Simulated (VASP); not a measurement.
# BeS (F-43m) in VASP: single point with HSE06

Aim: the single point of BeS with HSE06.

All numbers are computed with VASP 6.6.1; they aren't measurements. Logs are shortened: lines on timing, memory, paths and dates and some standing lists are left out, and cuts for length are marked.

## (1) The cell of the first run

The structure is cubic, space group F-43m (No. 216). Conventional cell: a = 4.869 Å, b = 4.869 Å, c = 4.869 Å, α = 90.00°, β = 90.00°, γ = 90.00°. Be (site symmetry -43m) has 4 S at 2.11 Å within 2.8 Å. S (site symmetry -43m) has 4 Be at 2.11 Å within 2.8 Å.

## (2) Single point, HSE06

File POSCAR:

```
BeS
1.0
    0.0000000000      2.4343066380      2.4343066380
    2.4343066380      0.0000000000      2.4343066380
    2.4343066380      2.4343066380      0.0000000000
Be S
1 1
Direct
    0.0000000000      0.0000000000      0.0000000000
    0.2500000000      0.2500000000      0.2500000000
```

File INCAR.step1:

```
PREC = Accurate ; ENCUT = 520
EDIFF = 1E-5 ; ISMEAR = 0
SIGMA = 0.01 ; LREAL = F
LASPH = T ; NELM = 80
ALGO = Normal ; ISIF = 2
LWAVE = T ; LCHARG = F
NBANDS = 11 ; GGA = PE
```

File INCAR.step2:

```
PREC = Accurate ; ENCUT = 520
EDIFF = 1E-6 ; ISMEAR = 0
SIGMA = 0.01 ; LREAL = F
LASPH = T ; NELM = 80
ALGO = Normal ; ISIF = 2
LWAVE = F ; LCHARG = F
GGA = PE ; LHFCALC = T
HFSCREEN = 0.2079 ; PRECFOCK = Normal
NBANDS = 11 ; ISTART = 1
```

File KPOINTS:

```
regular mesh
0
Gamma
  4 4 4
```

Potentials or basis: VASP PAW PBE potentials, release 64 (Be, S).

Command:

```
$ cat potpaw_PBE.64/Be/POTCAR potpaw_PBE.64/S/POTCAR > POTCAR
$ cp INCAR.step1 INCAR
$ mpirun -np 1 vasp_std > vasp.out
$ cp INCAR.step2 INCAR
$ mpirun -np 1 vasp_std > vasp.out
```

OUTCAR:

```text
PREC = Accurate
   ENCUT = 520
   EDIFF = 1E-6
   ISMEAR = 0
   LREAL = F
   LASPH = T
   NELM = 80
   ISIF = 2
   GGA = PE
   LHFCALC = T
   HFSCREEN = 0.2079
   PRECFOCK = Normal
   ISTART = 1

 ion  position               nearest neighbor table
   1  0.000  0.000  0.000-   2 2.11   2 2.11   2 2.11   2 2.11
   2  0.250  0.250  0.250-   1 2.11   1 2.11   1 2.11   1 2.11

  LATTYP: Found a face centered cubic cell.
 ALAT       =     4.8686132760

  Lattice vectors:

 A1 = (   0.0000000000,   2.4343066380,   2.4343066380)
 A2 = (   2.4343066380,   0.0000000000,   2.4343066380)
 A3 = (   2.4343066380,   2.4343066380,   0.0000000000)

Analysis of symmetry for initial positions (statically):
=====================================================================
 Subroutine PRICEL returns:
 Original cell was already a primitive cell.

 Routine SETGRP: Setting up the symmetry group for a
 face centered cubic supercell.

 Subroutine GETGRP returns: Found 24 space group operations
 (whereof 24 operations were pure point group operations)
 out of a pool of 48 trial point group operations.

The static configuration has the point symmetry T_d .

Analysis of symmetry for dynamics (positions and initial velocities):
=====================================================================
 Subroutine PRICEL returns:
 Original cell was already a primitive cell.

 Routine SETGRP: Setting up the symmetry group for a
 face centered cubic supercell.

 Subroutine GETGRP returns: Found 24 space group operations
 (whereof 24 operations were pure point group operations)
 out of a pool of 48 trial point group operations.

The dynamic configuration has the point symmetry T_d .

 Subroutine INISYM returns: Found 24 space group operations
 (whereof 24 operations are pure point group operations),
 and found     1 'primitive' translations

----------------------------------------------------------------------------------------

                                     Primitive cell

  volume of cell :      28.8507

  direct lattice vectors                    reciprocal lattice vectors
     0.000000000  2.434306638  2.434306638    -0.205397296  0.205397296  0.205397296
     2.434306638  0.000000000  2.434306638     0.205397296 -0.205397296  0.205397296
     2.434306638  2.434306638  0.000000000     0.205397296  0.205397296 -0.205397296

  length of vectors
     3.442629462  3.442629462  3.442629462     0.355758552  0.355758552  0.355758552

  position of ions in fractional coordinates (direct lattice)
     0.000000000  0.000000000  0.000000000
     0.250000000  0.250000000  0.250000000

  ion indices of the primitive-cell ions
   primitive index   ion index
                 1           1
                 2           2

----------------------------------------------------------------------------------------

 KPOINTS: regular mesh

Automatic generation of k-mesh.
 Grid dimensions read from file:
 generate k-points for:    4    4    4

 Generating k-lattice:

  Cartesian coordinates                     Fractional coordinates (reciprocal lattice)
    -0.051349324  0.051349324  0.051349324     0.250000000  0.000000000  0.000000000
     0.051349324 -0.051349324  0.051349324     0.000000000  0.250000000  0.000000000
     0.051349324  0.051349324 -0.051349324     0.000000000  0.000000000  0.250000000

  Length of vectors
     0.088939638  0.088939638  0.088939638

  Shift w.r.t. Gamma in fractional coordinates (k-lattice)
     0.000000000  0.000000000  0.000000000

 Subroutine IBZKPT returns following result:
 ===========================================

 Found      8 irreducible k-points:

 Following reciprocal coordinates:
            Coordinates               Weight
  0.000000  0.000000  0.000000      1.000000
  0.250000  0.000000  0.000000      8.000000
  0.500000  0.000000  0.000000      4.000000
  0.250000  0.250000  0.000000      6.000000
  0.500000  0.250000  0.000000     24.000000
 -0.250000  0.250000  0.000000     12.000000
  0.500000  0.500000  0.000000      3.000000
 -0.250000  0.500000  0.250000      6.000000
   k-points           NKPTS =      8   k-points in BZ     NKDIM =     64   number of bands    NBANDS=     11
   number of dos      NEDOS =    301   number of ions     NIONS =      2
   total plane-waves  NPLWV =  21952
   dimension x,y,z NGX =    28 NGY =   28 NGZ =   28
   dimension x,y,z NGXF=    56 NGYF=   56 NGZF=   56
   ions per type =               1   1
   NGX,Y,Z   is equivalent  to a cutoff of  13.52, 13.52, 13.52 a.u.
   NGXF,Y,Z  is equivalent  to a cutoff of  27.04, 27.04, 27.04 a.u.
 SYSTEM =  unknown system
   PREC   = accura    normal or accurate (medium, high low for compatibility)
   ISTART =      1    job   : 0-new  1-cont  2-samecut
   ICHARG =      0    charge: 1-file 2-atom 10-const
   ISPIN  =      1    spin polarized calculation?
   LNONCOLLINEAR =      F non collinear calculations
   LSORBIT =      F    spin-orbit coupling
   LASPH  =      T    aspherical Exc in radial PAW
   ENCUT  =  520.0 eV  38.22 Ry    6.18 a.u.   6.40  6.40  6.40*2*pi/ulx,y,z
   NELM   =     80;   NELMIN=  2; NELMDL=  0     # of ELM steps
   EDIFF  = 0.1E-05   stopping-criterion for ELM
   LREAL  =      F    real-space projection
   EDIFFG = 0.1E-04   stopping-criterion for IOM
   NSW    =      0    number of steps for IOM
   IBRION =     -1    ionic relax: 0-MD 1-quasi-New 2-CG
   NFREE  =      0    steps in history (QN), initial steepest desc. (CG)
   ISIF   =      2    stress and relaxation
   ISYM   =      3    0-nonsym 1-usesym 2-fastsym
   POTIM  = 0.5000    time-step for ionic-motion
   TEBEG  =    0.0;   TEEND  =   0.0 temperature during run
   PSTRESS=    0.0 pullay stress
   NELECT =       8.0000    total number of electrons
   NUPDOWN=      -1.0000    fix difference up-down
   EMIN   =  10.00;   EMAX   =-10.00  energy-range for DOS
   EFERMI =   0.00;   METHOD = LEGACY
   ISMEAR =     0;   SIGMA  =   0.01  broadening in eV -4-tet -1-fermi 0-gaus
   EFERMI_NEDOS =   21; number of points for ismear=-14 and -15
   IALGO  =     38    algorithm
   IMIX   =      1    mixing-type and parameters
     AMIX     =   0.40;   BMIX     =  1.00
     AMIX_MAG =   1.60;   BMIX_MAG =  1.00
  volume/ion in A,a.u.               =      14.43        97.35
  Fermi-wavevector in a.u.,A,eV,Ry     =   1.067545  2.017368 15.505913  1.139652
  Thomas-Fermi vector in A             =   2.203165
   LORBIT       =      0    0 simple, 1 ext, 2 COOP (PROOUT), +10 PAW based schemes
   GGA     = PE    functional components
   LHFCALC =     T    Hartree Fock is set to
   PRECFOCK=normal    Normal, Fast or Accurate (Low or Medium for compatibility)
   ENCUT4O =  -1.0   cutoff for four orbital integrals eV
   NKREDX  =     1    reduce k-point grid by
   NKREDY  =     1    reduce k-point grid by
   NKREDZ  =     1    reduce k-point grid by
   AEXX    =    0.2500 exact exchange contribution
   HFSCREEN=    0.2079 screening length (either q_TF or 0.3 A-1)
   HFSCREENC=   0.2079 screening length for correlation (either q_TF or 0.3 A-1)
   ENCUTFOCK=  -1.0 apply spherical cutoff to Coloumb kernel
   IVDW    =     0    specifies the selected vdW correction
   LEPSILON=     F    determine dielectric tensor
   LRPA    =     F    only Hartree local field effects (RPA)
 non-spin polarized calculation
 Gauss-broadening in eV      SIGMA  =   0.01
  energy-cutoff  :      520.00
  volume of cell :       28.85
 maximum number of plane-waves:       784
 NGX is ok and might be reduce to    28
  NGX = 20; NGY = 20; NGZ = 20

 number of electron       7.9999999 magnetization

 Free energy of the ion-electron system (eV)
  ---------------------------------------------------
  ext. energy  EPLUGINS =         0.00000000
  ---------------------------------------------------
  free energy    TOTEN  =       -11.34492711 eV

  energy without entropy =      -11.34492711  energy(sigma->0) =      -11.34492711

 E-fermi :   3.4786     XC(G=0):  -8.0439

 val. band max:        3.4088667497   @ k =   0.0000   0.0000   0.0000
 cond. band min:       7.4937692633   @ k =   0.5000   0.5000   0.0000
 fundamental gap:      4.0849025136
 Fermi energy:         3.4785685624

 k-point     1 :       0.0000    0.0000    0.0000
  band No.  band energies     occupation
      1     -11.5819      2.00000
      2       3.4089      2.00000
      3       3.4089      2.00000
      4       3.4089      2.00000
      5      10.2822      0.00000
      6      10.2822      0.00000
      7      10.2822      0.00000
      8      10.3898      0.00000
      9      17.6585      0.00000
     10      17.6585      0.00000
     11      19.5926      0.00000

 k-point     2 :       0.2500    0.0000    0.0000
  band No.  band energies     occupation
      1     -10.8587      2.00000
      2      -0.1361      2.00000
      3       2.7800      2.00000
      4       2.7800      2.00000
      5      10.0858      0.00000
      6      11.2233      0.00000
      7      11.2233      0.00000
      8      13.9796      0.00000
      9      16.6616      0.00000
     10      16.6616      0.00000
     11      18.9751      0.00000

 k-point     3 :       0.5000    0.0000    0.0000
  band No.  band energies     occupation
      1      -9.8345      2.00000
      2      -2.8603      2.00000
      3       2.3032      2.00000
      4       2.3032      2.00000
      5       9.9851      0.00000
      6      11.1868      0.00000
      7      11.1868      0.00000
      8      15.9108      0.00000
      9      19.9385      0.00000
     10      19.9385      0.00000
     11      20.0585      0.00000
[... 43 lines left out ...]
 k-point     7 :       0.5000    0.5000    0.0000
  band No.  band energies     occupation
      1      -9.2417      2.00000
      2      -2.0610      2.00000
      3       0.5750      2.00000
      4       0.5750      2.00000
      5       7.4938      0.00000
      6       9.3863      0.00000
      7      17.8357      0.00000
      8      17.8357      0.00000
      9      20.5121      0.00000
     10      21.4568      0.00000
     11      21.8743      0.00000

 k-point     8 :      -0.2500    0.5000    0.2500
  band No.  band energies     occupation
      1      -9.1851      2.00000
      2      -1.2442      2.00000
      3      -0.7229      2.00000
      4      -0.1276      2.00000
      5      10.9670      0.00000
      6      12.7384      0.00000
      7      13.1780      0.00000
      8      13.6209      0.00000
      9      19.4165      0.00000
     10      19.4256      0.00000
     11      22.1923      0.00000

------------------------ aborting loop because EDIFF is reached ----------------------------------------

  FORCE on cell =-STRESS in cart. coord.  units (eV):
  Direction    XX          YY          ZZ          XY          YZ          ZX
  --------------------------------------------------------------------------------------
  -------------------------------------------------------------------------------------
  Total       -0.1066701     -0.1066701     -0.1066701     -0.0000000     -0.0000000     -0.0000000
  in kB       -5.9237586     -5.9237586     -5.9237586     -0.0000000     -0.0000000     -0.0000000
  external PRESSURE =      -5.9237586 kB  Pullay stress =       0.0000000 kB

 VOLUME and BASIS-vectors are now :
 -----------------------------------------------------------------------------
  energy-cutoff  :      520.00
  volume of cell :       28.85
      direct lattice vectors                 reciprocal lattice vectors
     0.000000000  2.434306638  2.434306638    -0.205397296  0.205397296  0.205397296
     2.434306638  0.000000000  2.434306638     0.205397296 -0.205397296  0.205397296
     2.434306638  2.434306638  0.000000000     0.205397296  0.205397296 -0.205397296

 POSITION                                       TOTAL-FORCE (eV/Angst)
 -----------------------------------------------------------------------------------
      0.00000      0.00000      0.00000         0.000000      0.000000      0.000000
      1.21715      1.21715      1.21715        -0.000000     -0.000000     -0.000000
 -----------------------------------------------------------------------------------
    total drift:                               -0.000000      0.000001      0.000000

  FREE ENERGIE OF THE ION-ELECTRON SYSTEM (eV)
  ---------------------------------------------------
  free  energy   TOTEN  =       -11.3449271079 eV

  energy  without entropy=      -11.3449271079  energy(sigma->0) =      -11.34492711
```

Wall time 64 s (1 thread of Intel Xeon 6975P-C, shared host); peak memory 0.25 GiB.

What came out:

```
Free energy            : -11.3449 eV
Pressure               : -0.6 GPa
Band gap on the k mesh : 4.08 eV, indirect (least direct gap 6.87 eV)
```

Caveat: the k points lie up to 0.56 Å⁻¹ apart; the PAW data sets were made with another functional, which shifts forces and pressure a little.
